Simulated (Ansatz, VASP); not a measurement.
**LiCl in VASP and in Ansatz**

```
Li Cl
1.0
     0.00000    2.48211    2.48211
     2.48211    0.00000    2.48211
     2.48211    2.48211    0.00000
Li Cl
1 1
Direct
  0.00000 0.00000 0.00000
  0.50000 0.50000 0.50000
```

Alike in both runs: functional LDA; k mesh 8 × 8 × 8; occupations gaussian, width 0.02 eV; no spin polarisation.

Ansatz relaxed the structure, and its values are those at the end. VASP's run is a single point on that final structure, the one shown.

|  | VASP | Ansatz |
| --- | --- | --- |
| version | VASP 6.6.1 | Ansatz 0.2.0 |
| potentials or method | VASP PAW LDA potentials, release 64 (Li_sv, Cl), cutoff 520 eV | scalar-relativistic, plane waves, PAW |
| valence electrons in the cell | 10 | 10 |

```tsv
	VASP	Ansatz	Ansatz less VASP
gap on the k mesh at the Fermi level (eV)	6.51	6.49	-0.023
least direct gap on the mesh (eV)	6.62	6.60	-0.017
```

Ansatz warns that its potentials were made for another functional, while VASP's fit it. LDA's correlation is that of Perdew and Zunger in VASP and of Perdew and Wang (1992) in Ansatz.

Noted on VASP's run: the cutoff is under 1.25 times that of the potentials, so the pressure is a little rough.
